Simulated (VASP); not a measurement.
# Ga2O (P6/mmm) in VASP: further runs

Ga2O is run at these levels: PBE; tasks: single point.

All numbers are computed with VASP 6.6.1; they aren't measurements. Logs are shortened: lines on timing, memory, paths and dates and some standing lists are left out, and cuts for length are marked.

## 1. The cell of the first run

The structure is hexagonal, space group P6/mmm (No. 191). The conventional cell has a = 4.228 Å, b = 4.228 Å, c = 3.089 Å, α = 90.00°, β = 90.00°, γ = 120.00°. Ga (site symmetry -6m2) has 5 Ga at 2.44 to 3.09 Å and 6 O at 2.89 Å within 3.2 Å. O (site symmetry 6/mmm) has 12 Ga at 2.89 Å and 2 O at 3.09 Å within 3.8 Å.

## 2. Single point, PBE

Contents of INCAR:

```
ALGO     = Normal         # electronic algorithm
EDIFF    = 1E-7           # SCF threshold, eV
ENCUT    = 520            # plane-wave cutoff, eV
GGA      = PE             # functional
ISIF     = 2              # what is computed and relaxed
ISMEAR   = 0              # smearing method
LASPH    = T              # aspherical terms in the spheres
LCHARG   = F              # write CHGCAR
LREAL    = F              # projectors in reciprocal space
LWAVE    = F              # write WAVECAR
NBANDS   = 23             # bands
NELM     = 100            # most SCF steps
PREC     = Accurate       # precision mode
SIGMA    = 0.1            # smearing width, eV
```

Contents of KPOINTS:

```
k-points
0
Gamma
  6 6 6
```

Contents of POSCAR:

```
Ga2O
1.0
    4.2277913757      0.0000000000      0.0000000000
   -2.1138956879      3.6613747333      0.0000000000
    0.0000000000      0.0000000000      3.0888230903
Ga O
2 1
Direct
    0.6666666667      0.3333333333      0.5000000000
    0.3333333333      0.6666666667      0.5000000000
    0.0000000000      0.0000000000      0.0000000000
```

Potentials or basis: VASP PAW PBE potentials, release 64 (Ga_d, O).

The run is started by

```console
> cat potpaw_PBE.64/Ga_d/POTCAR potpaw_PBE.64/O/POTCAR > POTCAR
> mpirun -np 1 vasp_std > vasp.out
```

OUTCAR:

```text
EDIFF = 1E-7
   ENCUT = 520
   GGA = PE
   ISIF = 2
   ISMEAR = 0
   LASPH = T
   LREAL = F
   NELM = 100
   PREC = Accurate

 ion  position               nearest neighbor table
   1  0.667  0.333  0.500-   2 2.44   2 2.44   2 2.44
   2  0.333  0.667  0.500-   1 2.44   1 2.44   1 2.44
   3  0.000  0.000  0.000-

  LATTYP: Found a hexagonal cell.
 ALAT       =     4.2277913757
 C/A-ratio  =     0.7305996952

  Lattice vectors:

 A1 = (   4.2277913757,   0.0000000000,   0.0000000000)
 A2 = (  -2.1138956879,   3.6613747333,   0.0000000000)
 A3 = (   0.0000000000,   0.0000000000,   3.0888230903)

Analysis of symmetry for initial positions (statically):
=====================================================================
 Subroutine PRICEL returns:
 Original cell was already a primitive cell.

 Routine SETGRP: Setting up the symmetry group for a
 hexagonal supercell.

 Subroutine GETGRP returns: Found 24 space group operations
 (whereof 24 operations were pure point group operations)
 out of a pool of 24 trial point group operations.

The static configuration has the point symmetry D_6h.

Analysis of symmetry for dynamics (positions and initial velocities):
=====================================================================
 Subroutine PRICEL returns:
 Original cell was already a primitive cell.

 Routine SETGRP: Setting up the symmetry group for a
 hexagonal supercell.

 Subroutine GETGRP returns: Found 24 space group operations
 (whereof 24 operations were pure point group operations)
 out of a pool of 24 trial point group operations.

The dynamic configuration has the point symmetry D_6h.

 Subroutine INISYM returns: Found 24 space group operations
 (whereof 24 operations are pure point group operations),
 and found     1 'primitive' translations

----------------------------------------------------------------------------------------

                                     Primitive cell

  volume of cell :      47.8135

  direct lattice vectors                    reciprocal lattice vectors
[... 81 lines left out ...]
   ISTART =      0    job   : 0-new  1-cont  2-samecut
   ICHARG =      2    charge: 1-file 2-atom 10-const
   ISPIN  =      1    spin polarized calculation?
   LNONCOLLINEAR =      F non collinear calculations
   LSORBIT =      F    spin-orbit coupling
   LASPH  =      T    aspherical Exc in radial PAW
   ENCUT  =  520.0 eV  38.22 Ry    6.18 a.u.   7.86  7.86  5.74*2*pi/ulx,y,z
   NELM   =    100;   NELMIN=  2; NELMDL= -5     # of ELM steps
   EDIFF  = 0.1E-06   stopping-criterion for ELM
   LREAL  =      F    real-space projection
   EDIFFG = 0.1E-05   stopping-criterion for IOM
   NSW    =      0    number of steps for IOM
   IBRION =     -1    ionic relax: 0-MD 1-quasi-New 2-CG
   NFREE  =      0    steps in history (QN), initial steepest desc. (CG)
   ISIF   =      2    stress and relaxation
   ISYM   =      2    0-nonsym 1-usesym 2-fastsym
   POTIM  = 0.5000    time-step for ionic-motion
   TEBEG  =    0.0;   TEEND  =   0.0 temperature during run
   PSTRESS=    0.0 pullay stress
   NELECT =      32.0000    total number of electrons
   NUPDOWN=      -1.0000    fix difference up-down
   EMIN   =  10.00;   EMAX   =-10.00  energy-range for DOS
   EFERMI =   0.00;   METHOD = LEGACY
   ISMEAR =     0;   SIGMA  =   0.10  broadening in eV -4-tet -1-fermi 0-gaus
   EFERMI_NEDOS =   21; number of points for ismear=-14 and -15
   IALGO  =     38    algorithm
   IMIX   =      4    mixing-type and parameters
     AMIX     =   0.40;   BMIX     =  1.00
     AMIX_MAG =   1.60;   BMIX_MAG =  1.00
  volume/ion in A,a.u.               =      15.94       107.55
  Fermi-wavevector in a.u.,A,eV,Ry     =   1.431994  2.706077 27.900204  2.050607
  Thomas-Fermi vector in A             =   2.551670
   LORBIT       =      0    0 simple, 1 ext, 2 COOP (PROOUT), +10 PAW based schemes
   GGA     = PE    functional components
   LHFCALC =     F    Hartree Fock is set to
   AEXX    =    0.0000 exact exchange contribution
   IVDW    =     0    specifies the selected vdW correction
   LEPSILON=     F    determine dielectric tensor
   LRPA    =     F    only Hartree local field effects (RPA)
 non-spin polarized calculation
 Gauss-broadening in eV      SIGMA  =   0.10
  energy-cutoff  :      520.00
  volume of cell :       47.81
 maximum number of plane-waves:      1296
 NGX is ok and might be reduce to    32
   NGX = 15   NGY = 15   NGZ = 11

 number of electron      31.9999999 magnetization

 Free energy of the ion-electron system (eV)
  ---------------------------------------------------
  ext. energy  EPLUGINS =         0.00000000
  ---------------------------------------------------
  free energy    TOTEN  =       -10.27741251 eV

  energy without entropy =      -10.27463203  energy(sigma->0) =      -10.27602227

 E-fermi :   4.2490     XC(G=0): -10.7866

 val. band max:        3.9321896458   @ k =   0.5000   0.0000   0.0000
 cond. band min:       4.2812112924   @ k =   0.1667   0.0000   0.5000
 fundamental gap:      0.3490216465
 Fermi energy:         4.2489823281

 k-point     1 :       0.0000    0.0000    0.0000
  band No.  band energies     occupation
      1     -12.4142      2.00000
      2     -11.1644      2.00000
      3     -11.0084      2.00000
      4     -11.0084      2.00000
      5     -10.9361      2.00000
      6     -10.9361      2.00000
[... 613 lines left out ...]
     22      14.1599      0.00000
     23      15.0279      0.00000

 [... further k-points ...]

------------------------ aborting loop because EDIFF is reached ----------------------------------------

  FORCE on cell =-STRESS in cart. coord.  units (eV):
  Direction    XX          YY          ZZ          XY          YZ          ZX
  --------------------------------------------------------------------------------------
  -------------------------------------------------------------------------------------
  Total        0.0493844      0.0493844     -0.0194508     -0.0000000      0.0000000      0.0000000
  in kB        1.6548155      1.6548155     -0.6517737     -0.0000000      0.0000000      0.0000000
  external PRESSURE =       0.8859524 kB  Pullay stress =       0.0000000 kB

 VOLUME and BASIS-vectors are now :
 -----------------------------------------------------------------------------
  energy-cutoff  :      520.00
  volume of cell :       47.81
      direct lattice vectors                 reciprocal lattice vectors
     4.227791376  0.000000000  0.000000000     0.236530120  0.136560728  0.000000000
    -2.113895688  3.661374733  0.000000000     0.000000000  0.273121457  0.000000000
     0.000000000  0.000000000  3.088823090     0.000000000  0.000000000  0.323747904

 POSITION                                       TOTAL-FORCE (eV/Angst)
 -----------------------------------------------------------------------------------
      2.11390      1.22046      1.54441        -0.000000      0.000000      0.000000
     -0.00000      2.44092      1.54441         0.000000      0.000000      0.000000
      0.00000      0.00000      0.00000         0.000000      0.000000      0.000000
 -----------------------------------------------------------------------------------
    total drift:                               -0.000000      0.000000      0.000000

  FREE ENERGIE OF THE ION-ELECTRON SYSTEM (eV)
  ---------------------------------------------------
  free  energy   TOTEN  =       -10.2774125097 eV

  energy  without entropy=      -10.2746320331  energy(sigma->0) =      -10.27602227
```

Run time: 31 s. Hardware: 1 thread of Intel Xeon Platinum 8375C at 2.90GHz (Ice Lake), shared host; peak memory 0.17 GiB.

Results:

```yaml
Free_energy: -10.2774 eV
Pressure: 0.1 GPa
Band_gap_on_the_k_mesh: zero (band 16 reaches 4.70 eV, above the bottom of band 17 at 3.62 eV)
```

Stress tensor (GPa, compression positive):
```
 0.17  0.00  0.00
 0.00  0.17  0.00
 0.00  0.00 -0.07
```

Levels at points of the mesh, in eV from the Fermi level:
| k point | band 13 | band 14 | band 15 | band 16 | band 17 | band 18 | band 19 | band 20 |
| --- | --- | --- | --- | --- | --- | --- | --- | --- |
| (0.00, 0.00, 0.00) | -2.37 | -2.37 | -1.00 | 0.10 | 0.10 | 0.25 | 6.05 | 7.39 |
| (0.50, 0.00, 0.00) | -5.65 | -3.66 | -0.77 | -0.32 | 1.61 | 3.28 | 6.81 | 9.17 |
| (0.00, 0.00, 0.50) | -2.51 | -1.69 | -1.69 | -0.94 | 1.96 | 1.96 | 3.59 | 4.24 |
| (0.50, 0.00, 0.50) | -4.91 | -3.84 | -1.86 | -1.00 | 0.39 | 0.52 | 1.82 | 6.57 |

[end of part 1 of 2]
